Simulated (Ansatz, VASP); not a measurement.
RbZnH3: VASP beside Ansatz

Contents of INCAR:

```
SYSTEM = RbZnH3
PREC = Accurate
ENCUT = 520
EDIFF = 1E-6
ISMEAR = 0
SIGMA = 0.05
LREAL = .False.
LASPH = .True.
NELM = 100
ALGO = Normal
ISIF = 2
LWAVE = .False.
LCHARG = .False.
GGA = PE
IVDW = 12
NBANDS = 20
```

File KPOINTS:

```
regular mesh
0
Gamma
  4 4 4
  0 0 0
```

Contents of POSCAR:

```
RbZnH3
1.0
    3.9051563757      0.0000000000      0.0000000000
    0.0000000000      3.9051563757      0.0000000000
    0.0000000000      0.0000000000      3.9051563757
Rb Zn H
1 1 3
Direct
    0.0000000000      0.0000000000      0.0000000000
    0.5000000000      0.5000000000      0.5000000000
    0.5000000000      0.5000000000      0.0000000000
    0.5000000000      0.0000000000      0.5000000000
    0.0000000000      0.5000000000      0.5000000000
```

Input for Ansatz:

```yaml
crystal:
  lattice:
    - [3.9051563757, 0.0, 0.0]
    - [0.0, 3.9051563757, 0.0]
    - [0.0, 0.0, 3.9051563757]
  atoms:
    - { symbol: Rb, position: [0.0, 0.0, 0.0] }
    - { symbol: Zn, position: [0.5, 0.5, 0.5] }
    - { symbol: H, position: [0.5, 0.5, 0.0] }
    - { symbol: H, position: [0.5, 0.0, 0.5] }
    - { symbol: H, position: [0.0, 0.5, 0.5] }
basis:
  ecutwfc: 420
kpoints:
  mp_grid: { grid: [4, 4, 4] }
hamiltonian:
  xc: pbe
  dispersion: d3bj
scf:
  occupations: { method: gaussian, width: 0.05 }
output:
  forces: true
  stress: true
  eigenvalues: true
```

Alike in both runs: task single point; functional PBE; dispersion D3(BJ); k mesh 4 × 4 × 4; occupations gaussian, width 0.05 eV; no spin polarisation.

|  | VASP | Ansatz |
| --- | --- | --- |
| version | VASP 6.6.1 | Ansatz 0.2.0 |
| potentials or method | VASP PAW PBE potentials, release 64 (Rb_sv, Zn, H), cutoff 520 eV | scalar-relativistic, plane waves, PAW |
| valence electrons in the cell | 24 | 24 |

Ansatz gave:

| Quantity | Value |
| --- | --- |
| gap on the k mesh at the Fermi level (eV) | none |
| pressure (GPa) | 0.1 |

**Question.** Which values does VASP return?

**Answer.** gap on the k mesh at the Fermi level (eV): none; pressure (GPa): 0.2.

A gap of «none» marks a metal or a gap that the smearing closes.

The k mesh is coarse, so the values compare programs but aren't converged.
